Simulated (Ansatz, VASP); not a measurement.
**Two plane-wave programs on KTe2C4**

Contents of INCAR:

```
SYSTEM = KTe2C4
PREC     = Accurate       ! precision mode
ENCUT    = 600            ! plane-wave cutoff, eV
EDIFF    = 1E-7           ! SCF threshold, eV
ISMEAR   = 0              ! smearing method
SIGMA    = 0.1            ! smearing width, eV
LREAL    = .False.        ! projectors in reciprocal space
LASPH    = .True.         ! aspherical terms in the spheres
NELM     = 100            ! most SCF steps
ALGO     = Normal         ! electronic algorithm
ISIF     = 3              ! what is computed and relaxed
LWAVE    = .False.        ! write WAVECAR
LCHARG   = .False.        ! write CHGCAR
GGA      = PE             ! functional
IBRION   = 2              ! ionic algorithm
NSW      = 90             ! ionic steps
EDIFFG   = -0.04          ! ionic threshold
```

KPOINTS

```
regular mesh
0
Gamma
  6 6 2
  0 0 0
```

POSCAR

```
KTe2C4
1.0
    4.8087627100      0.0000000000      0.0000000000
   -2.4043813600      4.1645106700      0.0000000000
    0.0000000000      0.0000000000      9.0484179300
K Te C
1 2 4
Direct
    0.0000000000      0.0000000000      0.0000000000
    0.0000000000      0.0000000000      0.6613137600
    0.0000000000      0.0000000000      0.3386862400
    0.3333333300      0.6666666700      0.0000000000
    0.6666666700      0.3333333300      0.0000000000
    0.3333333300      0.6666666700      0.5000000000
    0.6666666700      0.3333333300      0.5000000000
```

Input for Ansatz:

```yaml
crystal:
  lattice:
    - [4.80876271, 0.0, 0.0]
    - [-2.40438136, 4.16451067, 0.0]
    - [0.0, 0.0, 9.04841793]
  atoms:
    - { symbol: K, position: [0.0, 0.0, 0.0] }
    - { symbol: Te, position: [0.0, 0.0, 0.66131376] }
    - { symbol: Te, position: [0.0, 0.0, 0.33868624] }
    - { symbol: C, position: [0.33333333, 0.66666667, 0.0] }
    - { symbol: C, position: [0.66666667, 0.33333333, 0.0] }
    - { symbol: C, position: [0.33333333, 0.66666667, 0.5] }
    - { symbol: C, position: [0.66666667, 0.33333333, 0.5] }
basis:
  ecutwfc: 420
kpoints:
  mp_grid: { grid: [6, 6, 2] }
hamiltonian:
  xc: pbe
scf:
  occupations: { method: gaussian, width: 0.1 }
  lower_state_search: "off"
output:
  forces: true
  stress: true
  eigenvalues: true
relax:
  adjacent_minimum: "off"
  f_tol: 0.04
  max_steps: 70
  cell: { stress_tol: 0.4 }
```

Alike in both runs: task relaxation of cell and atoms; functional PBE; k mesh 6 × 6 × 2; occupations gaussian, width 0.1 eV; no spin polarisation.

|  | VASP | Ansatz |
| --- | --- | --- |
| version | VASP 6.6.1 | Ansatz 0.2.0 |
| potentials or method | VASP PAW PBE potentials, release 64 (K_sv, Te, C), cutoff 600 eV | scalar-relativistic, plane waves, PAW |
| valence electrons in the cell | 37 | 57 |

```tsv
	VASP	Ansatz	Ansatz less VASP
gap on the k mesh at the Fermi level, each at its own relaxed structure (eV)	none	none	-
relaxed volume (Å³/atom)	21.00	21.07	+0.073
relaxed length of the cell vector where the two differ most in proportion (Å)	9.760	9.792	+0.0318
```

A gap of «none» marks a metal or a gap that the smearing closes. VASP's potentials hold 37 valence electrons a cell and Ansatz's 57, so a difference there can come from the potentials and not from the codes.

Neither program's run includes spin-orbit coupling. Noted on VASP's run: the volume moved by over 15 % at a fixed basis, so the end points are rough.
